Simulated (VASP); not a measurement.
ZnS, 2 atoms in the cell. Symmetry: F-43m, No. 216, cubic system. The conventional cell has a = 5.356 Å, b = 5.356 Å, c = 5.356 Å, α = 90.00°, β = 90.00°, γ = 90.00°. Zn (site symmetry -43m) has 4 S at 2.32 Å within 3.1 Å. S (site symmetry -43m) has 4 Zn at 2.32 Å within 3.1 Å. 

```yaml
Program: VASP 6.6.1
Task: single point
Functional: PBEsol
Potentials_or_basis: VASP PAW PBE potentials, release 64 (Zn, S)
Cutoff: 520 eV
k_mesh: 8 × 8 × 8
Occupations: gaussian, width 0.05 eV
Spin: no spin polarisation
Dipole_correction: no
Further_INCAR_settings: ALGO = Normal; EDIFF = 1e-06; NBANDS = 16
```

Potentials or basis: VASP PAW PBE potentials, release 64 (Zn, S).

The run is started by

```sh
$ cat potpaw_PBE.64/Zn/POTCAR potpaw_PBE.64/S/POTCAR > POTCAR
$ mpirun -np 1 vasp_std > vasp.out
```

Hardware: 1 thread of AMD EPYC 9R45 (Zen 5), on a shared host.

Q: How long does it take, and how much memory?

A: Run time: 16 s on 1 thread of AMD EPYC 9R45 (Zen 5), with other jobs on the host, peak memory 0.12 GiB. Counts: scf iterations 12, k points 29.
